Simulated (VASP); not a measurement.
# MnS (F-43m) in VASP: further runs

Aim: see how the results for MnS move with the level of theory and the settings. Levels: LDA, r2SCAN. Tasks: single point.

All numbers are computed with VASP 6.6.1; they aren't measurements. Logs are shortened: lines on timing, memory, paths and dates and some standing lists are left out, and cuts for length are marked.

### 1 The cell of the first run

Symmetry: F-43m, No. 216, cubic system. The conventional cell has a = 4.914 Å, b = 4.914 Å, c = 4.914 Å, α = 90.00°, β = 90.00°, γ = 90.00°. Mn (site symmetry -43m) has 4 S at 2.13 Å within 2.8 Å. Within 2.8 Å of S (site symmetry -43m) lie 4 Mn at 2.13 Å.

### 2 Single point, LDA, collinear spin, ferromagnetic start

INCAR reads:

```
ALGO = Normal
EDIFF = 1E-6
ENCUT = 520
ISIF = 2
ISMEAR = -1
ISPIN = 2
LASPH = True
LCHARG = False
LMAXMIX = 4
LORBIT = 11
LREAL = False
LWAVE = False
MAGMOM = 4 0
NBANDS = 20
NELM = 150
PREC = Accurate
SIGMA = 0.05
```

KPOINTS reads:

```
k-points
0
Gamma
  9 9 9
```

POSCAR reads:

```
MnS
1.0
    0.0000000000      2.4568624933      2.4568624933
    2.4568624933      0.0000000000      2.4568624933
    2.4568624933      2.4568624933      0.0000000000
Mn S
1 1
Direct
    0.0000000000      0.0000000000      0.0000000000
    0.7500000000      0.7500000000      0.7500000000
```

Potentials or basis: VASP PAW LDA potentials, release 64 (Mn_pv, S).

The run is started by

```console
$ cat potpaw_LDA.64/Mn_pv/POTCAR potpaw_LDA.64/S/POTCAR > POTCAR
$ mpirun -np 1 vasp_std > vasp.out
```

OUTCAR:

```text
EDIFF = 1E-6
   ENCUT = 520
   ISIF = 2
   ISMEAR = -1
   ISPIN = 2
   LASPH = True
   LORBIT = 11
   LREAL = False
   NELM = 150
   PREC = Accurate

 ion  position               nearest neighbor table
   1  0.000  0.000  0.000-   2 2.13   2 2.13   2 2.13   2 2.13
   2  0.750  0.750  0.750-   1 2.13   1 2.13   1 2.13   1 2.13

  LATTYP: Found a face centered cubic cell.
 ALAT       =     4.9137249866

  Lattice vectors:

 A1 = (   0.0000000000,   2.4568624933,   2.4568624933)
 A2 = (   2.4568624933,   0.0000000000,   2.4568624933)
 A3 = (   2.4568624933,   2.4568624933,   0.0000000000)

Analysis of symmetry for initial positions (statically):
=====================================================================
 Subroutine PRICEL returns:
 Original cell was already a primitive cell.

 Routine SETGRP: Setting up the symmetry group for a
 face centered cubic supercell.

 Subroutine GETGRP returns: Found 24 space group operations
 (whereof 24 operations were pure point group operations)
 out of a pool of 48 trial point group operations.

The static configuration has the point symmetry T_d .

Analysis of symmetry for dynamics (positions and initial velocities):
=====================================================================
 Subroutine PRICEL returns:
 Original cell was already a primitive cell.

 Routine SETGRP: Setting up the symmetry group for a
 face centered cubic supercell.

 Subroutine GETGRP returns: Found 24 space group operations
 (whereof 24 operations were pure point group operations)
 out of a pool of 48 trial point group operations.

The dynamic configuration has the point symmetry T_d .

Analysis of structural, dynamic, and magnetic symmetry:
=====================================================================
 Subroutine PRICEL returns:
 Original cell was already a primitive cell.

 Routine SETGRP: Setting up the symmetry group for a
 face centered cubic supercell.

 Subroutine GETGRP returns: Found 24 space group operations
 (whereof 24 operations were pure point group operations)
 out of a pool of 48 trial point group operations.

The overall configuration has the point symmetry T_d .

 Subroutine INISYM returns: Found 24 space group operations
 (whereof 24 operations are pure point group operations),
 and found     1 'primitive' translations

----------------------------------------------------------------------------------------
[... 114 lines left out ...]
  volume/ion in A,a.u.               =      14.83       100.08
  Fermi-wavevector in a.u.,A,eV,Ry     =   1.411243  2.666863 27.097462  1.991607
  Thomas-Fermi vector in A             =   2.533114
   LORBIT       =     11    0 simple, 1 ext, 2 COOP (PROOUT), +10 PAW based schemes
   GGA     = CA    functional components
   LHFCALC =     F    Hartree Fock is set to
   AEXX    =    0.0000 exact exchange contribution
   IVDW    =     0    specifies the selected vdW correction
   LEPSILON=     F    determine dielectric tensor
   LRPA    =     F    only Hartree local field effects (RPA)
 spin polarized calculation
  energy-cutoff  :      520.00
  volume of cell :       29.66
 maximum number of plane-waves:       821
 NGX is ok and might be reduce to    28
   NGX = 13   NGY = 13   NGZ = 13

 number of electron      18.9999990 magnetization       0.0014672

 number of electron      18.9999990 magnetization      -0.0017584

 Free energy of the ion-electron system (eV)
  ---------------------------------------------------
  ext. energy  EPLUGINS =         0.00000000
  ---------------------------------------------------
  free energy    TOTEN  =       -15.58648418 eV

  energy without entropy =      -15.56497369  energy(sigma->0) =      -15.57572894

 E-fermi :   7.4286     XC(G=0): -11.6505

 val. band max:        7.4005395053   @ k =   0.4444   0.3333   0.0000
 cond. band min:       7.4639246576   @ k =  -0.3333   0.2222   0.0000
 fundamental gap:      0.0633851522
 Fermi energy:         7.4286069867

 spin component 1

 k-point     1 :       0.0000    0.0000    0.0000
  band No.  band energies     occupation
      1     -39.8332      1.00000
      2     -39.8332      1.00000
      3     -39.8332      1.00000
      4      -7.8425      1.00000
      5       2.7037      1.00000
      6       2.7037      1.00000
[... 541 lines left out ...]
     19      24.8072      0.00000
     20      24.8072      0.00000

 [... further k-points ...]

 spin component 2

 k-point     1 :       0.0000    0.0000    0.0000
  band No.  band energies     occupation
      1     -39.8348      1.00000
      2     -39.8348      1.00000
      3     -39.8348      1.00000
      4      -7.8426      1.00000
      5       2.7033      1.00000
      6       2.7033      1.00000
[... 541 lines left out ...]
     19      24.8070      0.00000
     20      24.8070      0.00000

 [... further k-points ...]

------------------------ aborting loop because EDIFF is reached ----------------------------------------

  FORCE on cell =-STRESS in cart. coord.  units (eV):
  Direction    XX          YY          ZZ          XY          YZ          ZX
  --------------------------------------------------------------------------------------
  -------------------------------------------------------------------------------------
  Total       -0.7497163     -0.7497163     -0.7497163      0.0000000      0.0000000      0.0000000
  in kB      -40.4981312    -40.4981312    -40.4981312      0.0000000      0.0000000      0.0000000
  external PRESSURE =     -40.4981312 kB  Pullay stress =       0.0000000 kB

 VOLUME and BASIS-vectors are now :
 -----------------------------------------------------------------------------
  energy-cutoff  :      520.00
  volume of cell :       29.66
      direct lattice vectors                 reciprocal lattice vectors
     0.000000000  2.456862493  2.456862493    -0.203511593  0.203511593  0.203511593
     2.456862493  0.000000000  2.456862493     0.203511593 -0.203511593  0.203511593
     2.456862493  2.456862493  0.000000000     0.203511593  0.203511593 -0.203511593

 POSITION                                       TOTAL-FORCE (eV/Angst)
 -----------------------------------------------------------------------------------
      0.00000      0.00000      0.00000         0.000000      0.000000      0.000000
      3.68529      3.68529      3.68529        -0.000000     -0.000000     -0.000000
 -----------------------------------------------------------------------------------
    total drift:                               -0.000000     -0.000000     -0.000001

  FREE ENERGIE OF THE ION-ELECTRON SYSTEM (eV)
  ---------------------------------------------------
  free  energy   TOTEN  =       -15.5864841809 eV

  energy  without entropy=      -15.5649736937  energy(sigma->0) =      -15.57572894

 total charge

# of ion       s       p       d       tot
------------------------------------------
    1        0.362   6.322   5.413  12.097
    2        1.322   2.417   0.000   3.739
--------------------------------------------------
tot          1.684   8.739   5.413  15.836

 magnetization (x)

# of ion       s       p       d       tot
------------------------------------------
    1       -0.000  -0.000  -0.002  -0.002
    2        0.000   0.000   0.000   0.000
--------------------------------------------------
tot         -0.000   0.000  -0.002  -0.002
```

Wall time 90 s (1 thread of Intel Xeon Platinum 8175M at 2.50GHz (Skylake/Cascade Lake), shared host); peak memory 0.16 GiB.

Results:

| Item | Value |
| --- | --- |
| Free energy | -15.5865 eV |
| Pressure | -4.0 GPa |
| Net moment | 0.00 μB per cell |
| Valence electrons inside the program's atomic spheres | Mn 12.10; S 3.74 |

Levels at points of the mesh, in eV from the Fermi level:
Spin up:
| k point | band 6 | band 7 | band 8 | band 9 | band 10 | band 11 | band 12 | band 13 |
| --- | --- | --- | --- | --- | --- | --- | --- | --- |
| (0.00, 0.00, 0.00) | -4.72 | -4.72 | -0.73 | -0.73 | 3.83 | 3.83 | 3.83 | 3.87 |
Spin down:
```tsv
k point	band 7	band 8	band 9	band 10	band 11	band 12
(0.00, 0.00, 0.00)	-4.73	-0.74	-0.74	3.83	3.83	3.83
```

Caveat: the cell stands under tension; the moments typed at the start vanished in this run; semilocal functionals often make such compounds metallic where correlation or magnetic order opens a gap, which also shifts bond lengths. With open d or f shells a metallic result of LDA can be an artefact of self-interaction; +U or a hybrid may open a gap.

### 3 Single point, r2SCAN, collinear spin, ferromagnetic start

This run uses another cell than the first one, of 14.53 Å³/atom.

POSCAR reads:

```
MnS
1.0
    0.0000000000      2.4400341398      2.4400341398
    2.4400341398      0.0000000000      2.4400341398
    2.4400341398      2.4400341398      0.0000000000
Mn S
1 1
Direct
    0.0000000000      0.0000000000      0.0000000000
    0.7500000000      0.7500000000      0.7500000000
```

INCAR.step1 reads:

```
PREC = Accurate ; ENCUT = 520
ISMEAR = -1 ; SIGMA = 0.05
LREAL = False ; LASPH = True
NELM = 150 ; ISPIN = 2
MAGMOM = 4 0 ; LMAXMIX = 4
NBANDS = 20 ; GGA = PE
ALGO = Normal ; EDIFF = 1E-4
LWAVE = True ; LCHARG = False
```

INCAR.step2 reads:

```
PREC = Accurate ; ENCUT = 520
EDIFF = 1E-6 ; ISMEAR = -1
SIGMA = 0.05 ; LREAL = False
LASPH = True ; NELM = 150
ALGO = Normal ; ISIF = 2
LWAVE = False ; LCHARG = False
ISPIN = 2 ; MAGMOM = 4 0
LORBIT = 11 ; LMAXMIX = 4
METAGGA = R2SCAN ; LMIXTAU = True
NBANDS = 20 ; ISTART = 1
```

KPOINTS reads:

```
Automatic mesh
0
Gamma
  9 9 9
```

Potentials or basis: VASP PAW PBE potentials, release 64 (Mn_pv, S).

The run is started by

```console
$ cat potpaw_PBE.64/Mn_pv/POTCAR potpaw_PBE.64/S/POTCAR > POTCAR
$ cp INCAR.step1 INCAR
$ mpirun -np 1 vasp_std > vasp.out
$ cp INCAR.step2 INCAR
$ mpirun -np 1 vasp_std > vasp.out
```

It took 5.8 min on 1 thread of Intel Xeon Platinum 8175M at 2.50GHz (Skylake/Cascade Lake), shared host; peak memory 0.2 GiB.

It converged, with:

```
Free energy                                           : -23.1684 eV
Pressure                                              : 7.6 GPa
Net moment                                            : 0.00 μB per cell
Valence electrons inside the program's atomic spheres : Mn 12.14; S 3.79
```

Levels at points of the mesh, in eV from the Fermi level:
Spin up:
| k point | band 5 | band 6 | band 7 | band 8 | band 9 | band 10 | band 11 | band 12 | band 13 | band 14 |
| --- | --- | --- | --- | --- | --- | --- | --- | --- | --- | --- |
| (0.00, 0.00, 0.00) | -5.08 | -5.08 | -5.08 | -0.98 | -0.98 | 4.22 | 4.22 | 4.22 | 4.61 | 8.47 |
Spin down:
```csv
k point,band 5,band 6,band 7,band 8,band 9,band 10,band 11,band 12,band 13,band 14
"(0.00, 0.00, 0.00)",-5.08,-5.08,-5.08,-0.97,-0.97,4.23,4.23,4.23,4.61,8.47
```

Caveat: the cell stands under pressure; the moments typed at the start vanished in this run; the PAW data sets were made with another functional, which shifts forces and pressure a little; semilocal functionals often make such compounds metallic where correlation or magnetic order opens a gap, which also shifts bond lengths. With open d or f shells a metallic result of r2SCAN can be an artefact of self-interaction; +U or a hybrid may open a gap.

(Continued in part 2 of 2.)
